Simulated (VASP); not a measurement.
# Ge (Imma) in VASP: a series of runs

The runs below take Ge through single point, with PBE.

Program: VASP 6.6.1. These are calculated values, not measurements. Logs are shortened: lines on timing, memory, paths and dates and some standing lists are left out, and cuts for length are marked.

## Step 1: The cell of the first run

The structure is orthorhombic, space group Imma (No. 74). The conventional cell has a = 4.051 Å, b = 4.133 Å, c = 5.844 Å, α = 90.00°, β = 90.00°, γ = 90.00°. Ge (site symmetry mm2) has 4 Ge at 2.51 to 2.52 Å within 3.3 Å.

## Step 2: Single point, PBE

The input, INCAR:

```
PREC     = Accurate       # precision mode
ENCUT    = 520            # plane-wave cutoff, eV
EDIFF    = 1E-6           # SCF threshold, eV
ISMEAR   = 0              # smearing method
SIGMA    = 0.1            # smearing width, eV
LREAL    = F              # projectors in reciprocal space
LASPH    = T              # aspherical terms in the spheres
NELM     = 100            # most SCF steps
ALGO     = Normal         # electronic algorithm
ISIF     = 2              # what is computed and relaxed
LWAVE    = F              # write WAVECAR
LCHARG   = F              # write CHGCAR
GGA      = PE             # functional
NBANDS   = 36             # bands
```

The input, KPOINTS:

```
regular mesh
0
Gamma
  10 8 10
```

The input, POSCAR:

```
Ge
1.0
    4.1325118972      0.0000000000      0.0000000000
    0.0000000000      5.8442543966      0.0000000000
    0.0000000000      0.0000000000      4.0511489435
Ge
4
Direct
    0.0000000000      0.0012507515      0.0000000000
    0.5000000000      0.2487492485      0.0000000000
    0.5000000000      0.5012507515      0.5000000000
    0.0000000000      0.7487492485      0.5000000000
```

Potentials or basis: VASP PAW PBE potentials, release 64 (Ge_d).

Started as:

```
$ cat potpaw_PBE.64/Ge_d/POTCAR > POTCAR
$ mpirun -np 1 vasp_std > vasp.out
```

OUTCAR:

```text
PREC = Accurate
   ENCUT = 520
   EDIFF = 1E-6
   ISMEAR = 0
   LREAL = F
   LASPH = T
   NELM = 100
   ISIF = 2
   GGA = PE

 ion  position               nearest neighbor table
   1  0.000  0.001  0.000-   4 2.51   4 2.51   2 2.52   2 2.52
   2  0.500  0.249  0.000-   3 2.51   3 2.51   1 2.52   1 2.52
   3  0.500  0.501  0.500-   2 2.51   2 2.51   4 2.52   4 2.52
   4  0.000  0.749  0.500-   1 2.51   1 2.51   3 2.52   3 2.52

  LATTYP: Found a simple orthorhombic cell.
 ALAT       =     4.0511489435
 B/A-ratio  =     1.0200839206
 C/A-ratio  =     1.4426165214

  Lattice vectors:

 A1 = (   0.0000000000,   0.0000000000,   4.0511489435)
 A2 = (   4.1325118972,   0.0000000000,   0.0000000000)
 A3 = (   0.0000000000,   5.8442543966,   0.0000000000)

Analysis of symmetry for initial positions (statically):
=====================================================================
 Subroutine PRICEL returns following result:

  LATTYP: Found a body centered orthorhombic cell.
 ALAT       =     4.0511489435
 B/A-ratio  =     1.0200839206
 C/A-ratio  =     1.4426165214

  Lattice vectors:

 A1 = (  -2.0662559486,  -2.9221271983,  -2.0255744718)
 A2 = (   2.0662559486,  -2.9221271983,   2.0255744718)
 A3 = (  -2.0662559486,   2.9221271983,   2.0255744717)

   2 primitive cells build up your supercell.

 Routine SETGRP: Setting up the symmetry group for a
 simple orthorhombic supercell.

 Subroutine GETGRP returns: Found  8 space group operations
 (whereof  4 operations were pure point group operations)
 out of a pool of  8 trial point group operations.

The static configuration has the point symmetry C_2v.
 The point group associated with its full space group is D_2h.

Analysis of symmetry for dynamics (positions and initial velocities):
=====================================================================
 Subroutine PRICEL returns following result:

  LATTYP: Found a body centered orthorhombic cell.
 ALAT       =     4.0511489435
 B/A-ratio  =     1.0200839206
 C/A-ratio  =     1.4426165214

  Lattice vectors:

 A1 = (  -2.0662559486,  -2.9221271983,  -2.0255744718)
 A2 = (   2.0662559486,  -2.9221271983,   2.0255744718)
 A3 = (  -2.0662559486,   2.9221271983,   2.0255744717)

   2 primitive cells build up your supercell.

 Routine SETGRP: Setting up the symmetry group for a
 simple orthorhombic supercell.

 Subroutine GETGRP returns: Found  8 space group operations
 (whereof  4 operations were pure point group operations)
 out of a pool of  8 trial point group operations.

The dynamic configuration has the point symmetry C_2v.
 The point group associated with its full space group is D_2h.

 Subroutine INISYM returns: Found  8 space group operations
 (whereof  4 operations are pure point group operations),
 and found     2 'primitive' translations

----------------------------------------------------------------------------------------

                                     Primitive cell

  volume of cell :      48.9206

  direct lattice vectors                    reciprocal lattice vectors
    -2.066255949 -2.922127198 -2.025574472    -0.241983574 -0.171108226  0.000000000
     2.066255949 -2.922127198  2.025574472    -0.000000000 -0.171108226  0.246843553
    -2.066255949  2.922127198  2.025574472    -0.241983574  0.000000000  0.246843553

  length of vectors
     4.112322087  4.112322087  4.112322087     0.296368141  0.300349404  0.345670060

  position of ions in fractional coordinates (direct lattice)
     0.998749248  0.998749248  0.000000000
     0.251250752  0.751250752  0.500000000

  ion indices of the primitive-cell ions
   primitive index   ion index
                 1           1
                 2           2

----------------------------------------------------------------------------------------

 KPOINTS: regular mesh

Automatic generation of k-mesh.
 Grid dimensions read from file:
 generate k-points for:   10    8   10

 Generating k-lattice:

  Cartesian coordinates                     Fractional coordinates (reciprocal lattice)
     0.024198357  0.000000000  0.000000000     0.100000000  0.000000000  0.000000000
     0.000000000  0.021388528  0.000000000     0.000000000  0.125000000  0.000000000
     0.000000000  0.000000000  0.024684355     0.000000000  0.000000000  0.100000000

  Length of vectors
     0.024198357  0.021388528  0.024684355

  Shift w.r.t. Gamma in fractional coordinates (k-lattice)
     0.000000000  0.000000000  0.000000000

 Subroutine IBZKPT returns following result:
 ===========================================

 Found    180 irreducible k-points:

 Following reciprocal coordinates:
            Coordinates               Weight
  0.000000  0.000000  0.000000      1.000000
  0.100000  0.000000  0.000000      2.000000
  0.200000  0.000000  0.000000      2.000000
  0.300000  0.000000  0.000000      2.000000
  0.400000  0.000000  0.000000      2.000000
  0.500000  0.000000  0.000000      1.000000
[... 16 lines left out ...]
[... 54 lines left out ...]
  energy-cutoff  :      520.00
  volume of cell :       97.84
 maximum number of plane-waves:      2661
 NGX is ok and might be reduce to    32
   NGX = 15   NGY = 21   NGZ = 15

 number of electron      56.0000015 magnetization

 Free energy of the ion-electron system (eV)
  ---------------------------------------------------
  ext. energy  EPLUGINS =         0.00000000
  ---------------------------------------------------
  free energy    TOTEN  =       -18.05622755 eV

  energy without entropy =      -18.05534638  energy(sigma->0) =      -18.05578697

 E-fermi :   4.2286     XC(G=0):  -9.5641

 val. band max:        4.2177570759   @ k =   0.0000   0.0000   0.0000
 cond. band min:       4.2517763693   @ k =   0.0000   0.3750   0.4000
 fundamental gap:      0.0340192933
 Fermi energy:         4.2285581143

 k-point     1 :       0.0000    0.0000    0.0000
  band No.  band energies     occupation
      1     -20.4873      2.00000
      2     -20.4799      2.00000
      3     -20.4604      2.00000
      4     -20.4528      2.00000
      5     -20.4486      2.00000
      6     -20.4237      2.00000
[... 28 lines left out ...]
     35      10.5122      0.00000
     36      13.0935      0.00000

 k-point     2 :       0.1000    0.0000    0.0000
  band No.  band energies     occupation
      1     -20.4874      2.00000
      2     -20.4845      2.00000
      3     -20.4638      2.00000
      4     -20.4546      2.00000
      5     -20.4488      2.00000
      6     -20.4204      2.00000
[... 28 lines left out ...]
     35      10.8946      0.00000
     36      12.6317      0.00000

 k-point     3 :       0.2000    0.0000    0.0000
  band No.  band energies     occupation
      1     -20.4920      2.00000
      2     -20.4876      2.00000
      3     -20.4707      2.00000
      4     -20.4599      2.00000
      5     -20.4469      2.00000
      6     -20.4133      2.00000
[... 28 lines left out ...]
     35      11.5937      0.00000
     36      11.8024      0.00000

 k-point     4 :       0.3000    0.0000    0.0000
  band No.  band energies     occupation
      1     -20.4956      2.00000
      2     -20.4877      2.00000
      3     -20.4772      2.00000
      4     -20.4682      2.00000
      5     -20.4402      2.00000
      6     -20.4098      2.00000
[... 28 lines left out ...]
     35      10.6396      0.00000
     36      10.7604      0.00000

 k-point     5 :       0.4000    0.0000    0.0000
  band No.  band energies     occupation
      1     -20.4938      2.00000
      2     -20.4871      2.00000
      3     -20.4822      2.00000
      4     -20.4780      2.00000
      5     -20.4285      2.00000
      6     -20.4105      2.00000
[... 655 lines left out ...]
 k-point    22 :       0.3000    0.3750    0.0000
  band No.  band energies     occupation
      1     -20.4847      2.00000
      2     -20.4810      2.00000
      3     -20.4762      2.00000
      4     -20.4721      2.00000
      5     -20.4418      2.00000
      6     -20.4296      2.00000
[... 28 lines left out ...]
     35       9.9195      0.00000
     36      10.5562      0.00000

 k-point    23 :       0.4000    0.3750    0.0000
  band No.  band energies     occupation
      1     -20.4818      2.00000
      2     -20.4810      2.00000
      3     -20.4787      2.00000
      4     -20.4724      2.00000
      5     -20.4399      2.00000
      6     -20.4295      2.00000
[... 28 lines left out ...]
     35      11.3829      0.00000
     36      11.4287      0.00000

 k-point    24 :       0.5000    0.3750    0.0000
  band No.  band energies     occupation
      1     -20.4804      2.00000
      2     -20.4804      2.00000
      3     -20.4762      2.00000
      4     -20.4762      2.00000
      5     -20.4348      2.00000
      6     -20.4348      2.00000
[... 28 lines left out ...]
     35      11.5441      0.00000
     36      11.5441      0.00000

 [... further k-points ...]

------------------------ aborting loop because EDIFF is reached ----------------------------------------

  FORCE on cell =-STRESS in cart. coord.  units (eV):
  Direction    XX          YY          ZZ          XY          YZ          ZX
  --------------------------------------------------------------------------------------
  -------------------------------------------------------------------------------------
  Total       -1.2819529     -1.1029041     -0.0578076      0.0000000      0.0000000      0.0000000
  in kB      -20.9923582    -18.0603802     -0.9466172      0.0000000      0.0000000      0.0000000
  external PRESSURE =     -13.3331186 kB  Pullay stress =       0.0000000 kB

 VOLUME and BASIS-vectors are now :
 -----------------------------------------------------------------------------
  energy-cutoff  :      520.00
  volume of cell :       97.84
      direct lattice vectors                 reciprocal lattice vectors
     4.132511897  0.000000000  0.000000000     0.241983574  0.000000000  0.000000000
     0.000000000  5.844254397  0.000000000     0.000000000  0.171108226  0.000000000
     0.000000000  0.000000000  4.051148944     0.000000000  0.000000000  0.246843553

 POSITION                                       TOTAL-FORCE (eV/Angst)
 -----------------------------------------------------------------------------------
      0.00000      0.00731      0.00000        -0.000000      0.001536      0.000000
      2.06626      1.45375      0.00000         0.000000     -0.001536     -0.000000
      2.06626      2.92944      2.02557        -0.000000      0.001536      0.000000
      0.00000      4.37588      2.02557        -0.000000     -0.001536     -0.000000
 -----------------------------------------------------------------------------------
    total drift:                                0.000000     -0.000000      0.000000

  FREE ENERGIE OF THE ION-ELECTRON SYSTEM (eV)
  ---------------------------------------------------
  free  energy   TOTEN  =       -18.0562275549 eV

  energy  without entropy=      -18.0553463787  energy(sigma->0) =      -18.05578697
```

It took 7.6 min on 1 thread of Intel Xeon Platinum 8259CL at 2.50GHz (Skylake/Cascade Lake), shared host; peak memory 0.52 GiB.

What came out:

```yaml
Free_energy: -18.0562 eV
Pressure: -1.3 GPa
Band_gap_on_the_k_mesh: zero (band 28 reaches 4.32 eV, above the bottom of band 29 at 4.13 eV)
```

Stress tensor (GPa, compression positive):
```
-2.10  0.00  0.00
 0.00 -1.81  0.00
 0.00  0.00 -0.09
```

Levels at points of the mesh, in eV from the Fermi level:
```csv
k point,band 24,band 25,band 26,band 27,band 28,band 29,band 30,band 31,band 32,band 33
"(0.00, 0.00, 0.00)",-2.84,-2.62,-0.63,-0.01,-0.01,0.14,0.79,1.08,2.45,2.60
"(0.50, 0.00, 0.00)",-6.36,-3.53,-3.53,-1.22,-1.22,2.02,2.02,4.69,4.69,4.90
"(0.00, 0.50, 0.00)",-4.75,-1.88,-1.88,-1.68,-1.68,1.17,1.17,2.57,2.57,5.54
"(0.50, 0.50, 0.00)",-7.23,-1.27,-1.27,-1.13,-1.13,0.09,0.09,3.73,3.73,3.83
"(0.00, 0.00, 0.50)",-6.37,-3.51,-3.51,-1.36,-1.36,1.75,1.75,4.60,4.60,4.78
"(0.50, 0.00, 0.50)",-8.56,-2.79,-2.79,-2.79,-2.79,0.86,0.86,0.86,0.86,8.90
"(0.00, 0.50, 0.50)",-7.22,-1.31,-1.31,-1.28,-1.28,-0.09,-0.09,3.70,3.70,3.70
"(0.50, 0.50, 0.50)",-8.48,-3.51,-3.51,-3.51,-3.51,3.97,3.97,3.97,3.97,4.64
```

## Step 3: Single point, PBE

This run uses another cell than the first one, of 24.32 Å³/atom, 0.994 times its volume.

The input, INCAR:

```
PREC = Accurate
ENCUT = 520
EDIFF = 1E-6
ISMEAR = 0
SIGMA = 0.1
LREAL = False
LASPH = True
NELM = 100
ALGO = Normal
ISIF = 2
LWAVE = False
LCHARG = False
GGA = PE
NBANDS = 36
```

The input, KPOINTS:

```
Automatic mesh
0
Gamma
  10 8 10
```

The input, POSCAR:

```
Ge
1.0
    4.1325118972      0.0000000000      0.0000000000
    0.0000000000      5.8442543966      0.0000000000
    0.0000000000      0.0000000000      4.0278478910
Ge
4
Direct
    0.0000000000      0.0000000000      0.0000000000
    0.5000000000      0.2500000000      0.0000000000
    0.5000000000      0.5000000000      0.5000042000
    0.0000000000      0.7500000000      0.5000042000
```

Potentials or basis: VASP PAW PBE potentials, release 64 (Ge_d).

Started as:

```
$ cat potpaw_PBE.64/Ge_d/POTCAR > POTCAR
$ mpirun -np 1 vasp_std > vasp.out
```

It took 7.6 min on 1 thread of Intel Xeon Platinum 8259CL at 2.50GHz (Skylake/Cascade Lake), shared host; peak memory 0.52 GiB.

The run converged. Its results:

| Property | Result |
| --- | --- |
| Free energy | -18.0517 eV |
| Pressure | -1.0 GPa |
| Largest force | 0.178 eV/Å |
| Band gap on the k mesh | zero (band 28 reaches 4.34 eV, above the bottom of band 29 at 4.20 eV) |

Forces on the atoms (eV/Å):
```
Ge   0.000  0.178  0.000
Ge   0.000 -0.178  0.000
Ge   0.000  0.178  0.000
Ge   0.000 -0.178  0.000
```

Stress tensor (GPa, compression positive):
```
-2.43  0.00  0.00
 0.00 -1.60  0.00
 0.00  0.00  1.06
```

Levels at points of the mesh, in eV from the Fermi level:
```tsv
k point	band 24	band 25	band 26	band 27	band 28	band 29	band 30	band 31	band 32	band 33
(0.00, 0.00, 0.00)	-2.86	-2.63	-0.59	-0.04	0.05	0.08	0.80	1.07	2.35	2.61
(0.50, 0.00, 0.00)	-6.32	-3.58	-3.58	-1.24	-1.24	2.03	2.03	4.77	4.77	4.88
(0.00, 0.50, 0.00)	-4.77	-1.89	-1.89	-1.69	-1.69	1.18	1.18	2.58	2.58	5.53
(0.50, 0.50, 0.00)	-7.21	-1.26	-1.26	-1.16	-1.16	0.09	0.09	3.65	3.65	3.91
(0.00, 0.00, 0.50)	-6.46	-3.54	-3.54	-1.34	-1.34	1.77	1.77	4.53	4.53	4.79
(0.50, 0.00, 0.50)	-8.58	-2.83	-2.83	-2.83	-2.83	0.84	0.84	0.84	0.84	8.92
(0.00, 0.50, 0.50)	-7.30	-1.39	-1.39	-1.26	-1.26	-0.08	-0.08	3.64	3.64	3.76
(0.50, 0.50, 0.50)	-8.51	-3.54	-3.54	-3.54	-3.54	3.96	3.96	3.96	3.96	4.62
```

## Step 4: Single point, PBE

The input, INCAR:

```
SYSTEM = Ge
PREC     = Accurate       ! precision mode
ENCUT    = 520            ! plane-wave cutoff, eV
EDIFF    = 1E-6           ! SCF threshold, eV
ISMEAR   = 0              ! smearing method
SIGMA    = 0.1            ! smearing width, eV
LREAL    = .FALSE.        ! projectors in reciprocal space
LASPH    = .TRUE.         ! aspherical terms in the spheres
NELM     = 100            ! most SCF steps
ALGO     = Normal         ! electronic algorithm
ISIF     = 2              ! what is computed and relaxed
LWAVE    = .FALSE.        ! write WAVECAR
LCHARG   = .FALSE.        ! write CHGCAR
GGA      = PE             ! functional
NBANDS   = 36             ! bands
```

The input, KPOINTS:

```
Automatic mesh
0
G
  10 8 10
  0 0 0
```

The input, POSCAR:

```
Ge
1.0
    4.1325118972      0.0000000000      0.0000000000
    0.0000000000      5.8442543966      0.0000000000
    0.0000000000      0.0000000000      4.0511489435
Ge
4
Direct
    0.0000000000      0.0012507515      0.0000000000
    0.5000000000      0.2487492485      0.0000000000
    0.5000000000      0.5012507515      0.5000000000
    0.0000000000      0.7487492485      0.5000000000
```

Started as:

```
$ cat potpaw_PBE.64/Ge_d/POTCAR > POTCAR
$ mpirun -np 1 vasp_std > vasp.out
```

It took 8.5 min on 1 thread of Intel Xeon Platinum 8259CL at 2.50GHz (Skylake/Cascade Lake), shared host; peak memory 0.52 GiB.

Results (log left out):

```yaml
Free_energy: -18.0562 eV
Pressure: -1.3 GPa
Band_gap_on_the_k_mesh: zero (band 28 reaches 4.32 eV, above the bottom of band 29 at 4.13 eV)
```

Stress tensor (GPa, compression positive):
```
-2.10  0.00  0.00
 0.00 -1.81  0.00
 0.00  0.00 -0.09
```

Levels at points of the mesh, in eV from the Fermi level:
| k point | band 25 | band 26 | band 27 | band 28 | band 29 | band 30 | band 31 | band 32 |
| --- | --- | --- | --- | --- | --- | --- | --- | --- |
| (0.00, 0.00, 0.00) | -2.62 | -0.63 | -0.01 | -0.01 | 0.14 | 0.79 | 1.08 | 2.45 |
| (0.50, 0.00, 0.00) | -3.53 | -3.53 | -1.22 | -1.22 | 2.02 | 2.02 | 4.69 | 4.69 |
| (0.00, 0.50, 0.00) | -1.88 | -1.88 | -1.68 | -1.68 | 1.17 | 1.17 | 2.57 | 2.57 |
| (0.50, 0.50, 0.00) | -1.27 | -1.27 | -1.13 | -1.13 | 0.09 | 0.09 | 3.73 | 3.73 |
| (0.00, 0.00, 0.50) | -3.51 | -3.51 | -1.36 | -1.36 | 1.75 | 1.75 | 4.60 | 4.60 |
| (0.50, 0.00, 0.50) | -2.79 | -2.79 | -2.79 | -2.79 | 0.86 | 0.86 | 0.86 | 0.86 |
| (0.00, 0.50, 0.50) | -1.31 | -1.31 | -1.28 | -1.28 | -0.09 | -0.09 | 3.70 | 3.70 |
| (0.50, 0.50, 0.50) | -3.51 | -3.51 | -3.51 | -3.51 | 3.97 | 3.97 | 3.97 | 3.97 |
